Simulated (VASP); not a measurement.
# BAs (F-43m) in VASP: settings compared

Aim: see how the results for BAs move with the level of theory and the settings. Levels: r2SCANh, rpbe exchange, lyp correlation, PBEsol, PBE, HSE06. Tasks: single point.

All numbers are computed with VASP 6.6.1; they aren't measurements. Logs are shortened: lines on timing, memory, paths and dates and some standing lists are left out, and cuts for length are marked.

## 1. The cell of the first run

Symmetry: F-43m, No. 216, cubic system. The conventional cell has a = 4.777 Å, b = 4.777 Å, c = 4.777 Å, α = 90.00°, β = 90.00°, γ = 90.00°. Within 2.7 Å of As (site symmetry -43m) lie 4 B at 2.07 Å. B (site symmetry -43m) has 4 As at 2.07 Å within 2.7 Å.

## 2. Single point, r2SCANh

POSCAR reads:

```
BAs
1.0
    0.0000000000      2.3885000000      2.3885000000
    2.3885000000      0.0000000000      2.3885000000
    2.3885000000      2.3885000000      0.0000000000
As B
1 1
Direct
    0.7500000000      0.7500000000      0.7500000000
    0.0000000000      0.0000000000      0.0000000000
```

INCAR.step1 reads:

```
SYSTEM = BAs
PREC = Accurate
ENCUT = 520
EDIFF = 1E-5
ISMEAR = -1
SIGMA = 0.05
LREAL = .FALSE.
LASPH = .TRUE.
NELM = 60
ALGO = Normal
ISIF = 2
LWAVE = .TRUE.
LCHARG = .FALSE.
NBANDS = 11
GGA = PE
```

INCAR.step2 reads:

```
SYSTEM = BAs
PREC = Accurate
ENCUT = 520
EDIFF = 1E-6
ISMEAR = -1
SIGMA = 0.05
LREAL = .FALSE.
LASPH = .TRUE.
NELM = 60
ALGO = Normal
ISIF = 2
LWAVE = .FALSE.
LCHARG = .FALSE.
METAGGA = R2SCAN
LHFCALC = .TRUE.
AEXX = 0.1
LMIXTAU = .TRUE.
PRECFOCK = Normal
NBANDS = 11
ISTART = 1
```

KPOINTS reads:

```
regular mesh
0
G
  6 6 6
  0 0 0
```

Potentials or basis: VASP PAW PBE potentials, release 64 (As, B).

Run with:

```bash
cat potpaw_PBE.64/As/POTCAR potpaw_PBE.64/B/POTCAR > POTCAR
cp INCAR.step1 INCAR
mpirun -np 1 vasp_std > vasp.out
cp INCAR.step2 INCAR
mpirun -np 1 vasp_std > vasp.out
```

OUTCAR:

```text
SYSTEM = BAs
   PREC = Accurate
   ENCUT = 520
   EDIFF = 1E-6
   ISMEAR = -1
   LREAL = .FALSE.
   LASPH = .TRUE.
   NELM = 60
   ISIF = 2
   METAGGA = R2SCAN
   LHFCALC = .TRUE.
   AEXX = 0.1
   PRECFOCK = Normal
   ISTART = 1

 ion  position               nearest neighbor table
   1  0.750  0.750  0.750-   2 2.07   2 2.07   2 2.07   2 2.07
   2  0.000  0.000  0.000-   1 2.07   1 2.07   1 2.07   1 2.07

  LATTYP: Found a face centered cubic cell.
 ALAT       =     4.7770000000

  Lattice vectors:

 A1 = (   0.0000000000,   2.3885000000,   2.3885000000)
 A2 = (   2.3885000000,   0.0000000000,   2.3885000000)
 A3 = (   2.3885000000,   2.3885000000,   0.0000000000)

Analysis of symmetry for initial positions (statically):
=====================================================================
 Subroutine PRICEL returns:
 Original cell was already a primitive cell.

 Routine SETGRP: Setting up the symmetry group for a
 face centered cubic supercell.

 Subroutine GETGRP returns: Found 24 space group operations
 (whereof 24 operations were pure point group operations)
 out of a pool of 48 trial point group operations.

The static configuration has the point symmetry T_d .

Analysis of symmetry for dynamics (positions and initial velocities):
=====================================================================
 Subroutine PRICEL returns:
 Original cell was already a primitive cell.

 Routine SETGRP: Setting up the symmetry group for a
 face centered cubic supercell.

 Subroutine GETGRP returns: Found 24 space group operations
 (whereof 24 operations were pure point group operations)
 out of a pool of 48 trial point group operations.

The dynamic configuration has the point symmetry T_d .

 Subroutine INISYM returns: Found 24 space group operations
 (whereof 24 operations are pure point group operations),
 and found     1 'primitive' translations

----------------------------------------------------------------------------------------

                                     Primitive cell

  volume of cell :      27.2525

  direct lattice vectors                    reciprocal lattice vectors
     0.000000000  2.388500000  2.388500000    -0.209336404  0.209336404  0.209336404
     2.388500000  0.000000000  2.388500000     0.209336404 -0.209336404  0.209336404
     2.388500000  2.388500000  0.000000000     0.209336404  0.209336404 -0.209336404

  length of vectors
     3.377849094  3.377849094  3.377849094     0.362581287  0.362581287  0.362581287

  position of ions in fractional coordinates (direct lattice)
     0.750000000  0.750000000  0.750000000
     0.000000000  0.000000000  0.000000000

  ion indices of the primitive-cell ions
   primitive index   ion index
                 1           1
                 2           2

----------------------------------------------------------------------------------------

 KPOINTS: regular mesh

Automatic generation of k-mesh.
 Grid dimensions read from file:
 generate k-points for:    6    6    6

 Generating k-lattice:

  Cartesian coordinates                     Fractional coordinates (reciprocal lattice)
    -0.034889401  0.034889401  0.034889401     0.166666667  0.000000000  0.000000000
     0.034889401 -0.034889401  0.034889401     0.000000000  0.166666667  0.000000000
     0.034889401  0.034889401 -0.034889401     0.000000000  0.000000000  0.166666667

  Length of vectors
     0.060430214  0.060430214  0.060430214

  Shift w.r.t. Gamma in fractional coordinates (k-lattice)
     0.000000000  0.000000000  0.000000000

 Subroutine IBZKPT returns following result:
 ===========================================

 Found     16 irreducible k-points:

 Following reciprocal coordinates:
            Coordinates               Weight
  0.000000  0.000000  0.000000      1.000000
  0.166667  0.000000  0.000000      8.000000
  0.333333  0.000000  0.000000      8.000000
  0.500000  0.000000  0.000000      4.000000
  0.166667  0.166667  0.000000      6.000000
  0.333333  0.166667  0.000000     24.000000
[... 8 lines left out ...]
 -0.333333  0.333333  0.166667     24.000000
 -0.333333  0.500000  0.166667     12.000000
   k-points           NKPTS =     16   k-points in BZ     NKDIM =    216   number of bands    NBANDS=     11
   number of dos      NEDOS =    301   number of ions     NIONS =      2
   total plane-waves  NPLWV =  21952
   dimension x,y,z NGX =    28 NGY =   28 NGZ =   28
   dimension x,y,z NGXF=    56 NGYF=   56 NGZF=   56
   ions per type =               1   1
   NGX,Y,Z   is equivalent  to a cutoff of  13.78, 13.78, 13.78 a.u.
   NGXF,Y,Z  is equivalent  to a cutoff of  27.56, 27.56, 27.56 a.u.
 SYSTEM =  BAs
   PREC   = accura    normal or accurate (medium, high low for compatibility)
   ISTART =      1    job   : 0-new  1-cont  2-samecut
   ICHARG =      0    charge: 1-file 2-atom 10-const
   ISPIN  =      1    spin polarized calculation?
   LNONCOLLINEAR =      F non collinear calculations
   LSORBIT =      F    spin-orbit coupling
   LASPH  =      T    aspherical Exc in radial PAW
   ENCUT  =  520.0 eV  38.22 Ry    6.18 a.u.   6.28  6.28  6.28*2*pi/ulx,y,z
   NELM   =     60;   NELMIN=  2; NELMDL=  0     # of ELM steps
   EDIFF  = 0.1E-05   stopping-criterion for ELM
   LREAL  =      F    real-space projection
   EDIFFG = 0.1E-04   stopping-criterion for IOM
   NSW    =      0    number of steps for IOM
   IBRION =     -1    ionic relax: 0-MD 1-quasi-New 2-CG
   NFREE  =      0    steps in history (QN), initial steepest desc. (CG)
   ISIF   =      2    stress and relaxation
   ISYM   =      3    0-nonsym 1-usesym 2-fastsym
   POTIM  = 0.5000    time-step for ionic-motion
   TEBEG  =    0.0;   TEEND  =   0.0 temperature during run
   PSTRESS=    0.0 pullay stress
   NELECT =       8.0000    total number of electrons
   NUPDOWN=      -1.0000    fix difference up-down
   EMIN   =  10.00;   EMAX   =-10.00  energy-range for DOS
   EFERMI =   0.00;   METHOD = LEGACY
   ISMEAR =    -1;   SIGMA  =   0.05  broadening in eV -4-tet -1-fermi 0-gaus
   EFERMI_NEDOS =   21; number of points for ismear=-14 and -15
   IALGO  =     38    algorithm
   IMIX   =      1    mixing-type and parameters
     AMIX     =   0.40;   BMIX     =  1.00
     AMIX_MAG =   1.60;   BMIX_MAG =  1.00
  volume/ion in A,a.u.               =      13.63        91.95
  Fermi-wavevector in a.u.,A,eV,Ry     =   1.088018  2.056057 16.106360  1.183784
  Thomas-Fermi vector in A             =   2.224191
   LORBIT       =      0    0 simple, 1 ext, 2 COOP (PROOUT), +10 PAW based schemes
   METAGGA = R2SCAN    functional components
   LHFCALC =     T    Hartree Fock is set to
   PRECFOCK=normal    Normal, Fast or Accurate (Low or Medium for compatibility)
   ENCUT4O =  -1.0   cutoff for four orbital integrals eV
   NKREDX  =     1    reduce k-point grid by
   NKREDY  =     1    reduce k-point grid by
   NKREDZ  =     1    reduce k-point grid by
   AEXX    =    0.1000 exact exchange contribution
   HFSCREEN=    0.0000 screening length (either q_TF or 0.3 A-1)
   HFSCREENC=   0.0000 screening length for correlation (either q_TF or 0.3 A-1)
   ENCUTFOCK=  -1.0 apply spherical cutoff to Coloumb kernel
   IVDW    =     0    specifies the selected vdW correction
   LEPSILON=     F    determine dielectric tensor
   LRPA    =     F    only Hartree local field effects (RPA)
 non-spin polarized calculation
  energy-cutoff  :      520.00
  volume of cell :       27.25
 maximum number of plane-waves:       754
 NGX is ok and might be reduce to    28
  NGX = 20; NGY = 20; NGZ = 20

 number of electron       8.0000000 magnetization

 Free energy of the ion-electron system (eV)
  ---------------------------------------------------
  ext. energy  EPLUGINS =         0.00000000
  ---------------------------------------------------
  free energy    TOTEN  =       -22.29449968 eV

  energy without entropy =      -22.29449968  energy(sigma->0) =      -22.29449968

 E-fermi :   6.7394     XC(G=0): -10.1520

 val. band max:        5.7555468291   @ k =   0.0000   0.0000   0.0000
 cond. band min:       7.7199442067   @ k =   0.3333   0.3333   0.0000
 fundamental gap:      1.9643973776
 Fermi energy:         6.7393509063

 k-point     1 :       0.0000    0.0000    0.0000
  band No.  band energies     occupation
      1     -10.9607      2.00000
      2       5.7555      2.00000
      3       5.7555      2.00000
      4       5.7555      2.00000
      5       9.7612      0.00000
      6       9.7612      0.00000
      7       9.7612      0.00000
      8      11.5637      0.00000
      9      16.7110      0.00000
     10      19.8450      0.00000
     11      19.8450      0.00000

 k-point     2 :       0.1667    0.0000    0.0000
  band No.  band energies     occupation
      1     -10.4697      2.00000
      2       2.5486      2.00000
      3       5.0126      2.00000
      4       5.0126      2.00000
      5       9.9153      0.00000
      6      10.7316      0.00000
      7      10.7316      0.00000
      8      13.6144      0.00000
      9      18.1811      0.00000
     10      18.1956      0.00000
     11      18.1956      0.00000

 k-point     3 :       0.3333    0.0000    0.0000
  band No.  band energies     occupation
      1      -9.0941      2.00000
      2      -1.5856      2.00000
      3       4.0905      2.00000
      4       4.0905      2.00000
      5       9.4735      0.00000
      6      11.4587      0.00000
      7      11.4587      0.00000
      8      15.8237      0.00000
      9      18.6640      0.00000
     10      19.0338      0.00000
     11      19.0338      0.00000
[... 155 lines left out ...]
 k-point    15 :      -0.3333    0.3333    0.1667
  band No.  band energies     occupation
      1      -6.7677      2.00000
      2      -3.0876      2.00000
      3      -0.1134      2.00000
      4       1.5652      2.00000
      5      11.0468      0.00000
      6      11.9313      0.00000
      7      14.4878      0.00000
      8      15.8148      0.00000
      9      17.3080      0.00000
     10      21.7670      0.00000
     11      23.7828      0.00000

 k-point    16 :      -0.3333    0.5000    0.1667
  band No.  band energies     occupation
      1      -6.2138      2.00000
      2      -3.3159      2.00000
      3       0.1777      2.00000
      4       0.3879      2.00000
      5      10.3914      0.00000
      6      10.6663      0.00000
      7      15.6366      0.00000
      8      15.9292      0.00000
      9      19.6723      0.00000
     10      23.0461      0.00000
     11      23.1865      0.00000

------------------------ aborting loop because EDIFF is reached ----------------------------------------

  FORCE on cell =-STRESS in cart. coord.  units (eV):
  Direction    XX          YY          ZZ          XY          YZ          ZX
  --------------------------------------------------------------------------------------
  -------------------------------------------------------------------------------------
  Total       -0.0435457     -0.0435457     -0.0435457      0.0000000      0.0000000      0.0000000
  in kB       -2.5600596     -2.5600596     -2.5600596      0.0000000      0.0000000      0.0000000
  external PRESSURE =      -2.5600596 kB  Pullay stress =       0.0000000 kB

 VOLUME and BASIS-vectors are now :
 -----------------------------------------------------------------------------
  energy-cutoff  :      520.00
  volume of cell :       27.25
      direct lattice vectors                 reciprocal lattice vectors
     0.000000000  2.388500000  2.388500000    -0.209336404  0.209336404  0.209336404
     2.388500000  0.000000000  2.388500000     0.209336404 -0.209336404  0.209336404
     2.388500000  2.388500000  0.000000000     0.209336404  0.209336404 -0.209336404

 POSITION                                       TOTAL-FORCE (eV/Angst)
 -----------------------------------------------------------------------------------
      3.58275      3.58275      3.58275         0.000000      0.000000      0.000000
      0.00000      0.00000      0.00000        -0.000000     -0.000000     -0.000000
 -----------------------------------------------------------------------------------
    total drift:                                0.000000      0.000000      0.000000

  FREE ENERGIE OF THE ION-ELECTRON SYSTEM (eV)
  ---------------------------------------------------
  free  energy   TOTEN  =       -22.2944996848 eV

  energy  without entropy=      -22.2944996846  energy(sigma->0) =      -22.29449968
```

It took 12 min on 1 thread of Intel Xeon Platinum 8375C at 2.90GHz (Ice Lake), shared host; peak memory 0.18 GiB.

What came out:

| Property | Result |
| --- | --- |
| Free energy | -22.2945 eV |
| Pressure | -0.3 GPa |
| Band gap on the k mesh | 1.96 eV (least direct gap 4.01 eV) |

Caveat: the PAW data sets were made with another functional, which shifts forces and pressure a little. A k mesh can miss the band edges.

[end of part 1 of 2]
